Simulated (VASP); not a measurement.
Set up this calculation in VASP 6.6.1, as the native input.

```
Task                   : relaxation of cell and atoms
Functional             : PBE
Potentials or basis    : VASP PAW PBE potentials, release 64 (Sn_d, Te, As)
Cutoff                 : 600 eV
k mesh                 : 3 × 3 × 4
Occupations            : gaussian, width 0.1 eV
Spin                   : no spin polarisation
Dipole correction      : no
Further INCAR settings : ALGO = Normal; EDIFF = 1e-06; IBRION = 2; EDIFFG = -0.04; NSW = 90; ISIF = 3
```

The structure of SnTe3As lies in POSCAR:

```
SnTe3As
1.0
    7.3065775500      0.0000000000      0.0000000000
   -3.6532887700      6.3276817700      0.0000000000
    0.0000000000      0.0000000000      6.4964621500
Sn Te As
2 6 2
Direct
    0.6666666700      0.3333333300      0.2500000000
    0.3333333300      0.6666666700      0.7500000000
    0.3253210500      0.1626605200      0.7500000000
    0.6746789500      0.8373394800      0.2500000000
    0.8373394800      0.1626605200      0.7500000000
    0.1626605200      0.8373394800      0.2500000000
    0.8373394800      0.6746789500      0.7500000000
    0.1626605200      0.3253210500      0.2500000000
    0.0000000000      0.0000000000      0.5000000000
    0.0000000000      0.0000000000      0.0000000000
```

The cell was generated, and may not be a known phase.

The input as run:

INCAR

```
  ALGO = Normal
  EDIFF = 1E-6
  EDIFFG = -0.04
  ENCUT = 600
  GGA = PE
  IBRION = 2
  ISIF = 3
  ISMEAR = 0
  LASPH = T
  LCHARG = F
  LREAL = F
  LWAVE = F
  NELM = 60
  NSW = 90
  PREC = Accurate
  SIGMA = 0.1
```

KPOINTS

```
k-points
0
Gamma
  3 3 4
```

Potentials or basis: VASP PAW PBE potentials, release 64 (Sn_d, Te, As).

Command:

```sh
$ cat potpaw_PBE.64/Sn_d/POTCAR potpaw_PBE.64/Te/POTCAR potpaw_PBE.64/As/POTCAR > POTCAR
$ mpirun -np 1 vasp_std > vasp.out
```

It gave:

```yaml
Relaxed_volume: 30.84 Å³/atom
Relaxed_cell: a = 7.254 Å, b = 7.254 Å, c = 6.767 Å, α = 90.00°, β = 90.00°, γ = 120.00°
Space_group_after_relaxing_to_0.1_Å: P6_3/mmc (No. 194)
Energy_gained_by_relaxing: 163.3 meV/atom
Ionic_steps: 9
Pressure_after_relaxing: 0.1 GPa
Largest_force_after_relaxing: 0.012 eV/Å
Band_gap_on_the_k_mesh: zero (bands 37 and 38 overlap by 1.11 eV)
```

Caveat: spin-orbit coupling is left out, which moves the levels of the heavy elements.

Wall time 36 min on 1 thread of AMD EPYC 7R43 64-Core Processor (Zen 3), with other jobs on the host, peak memory 0.51 GiB.
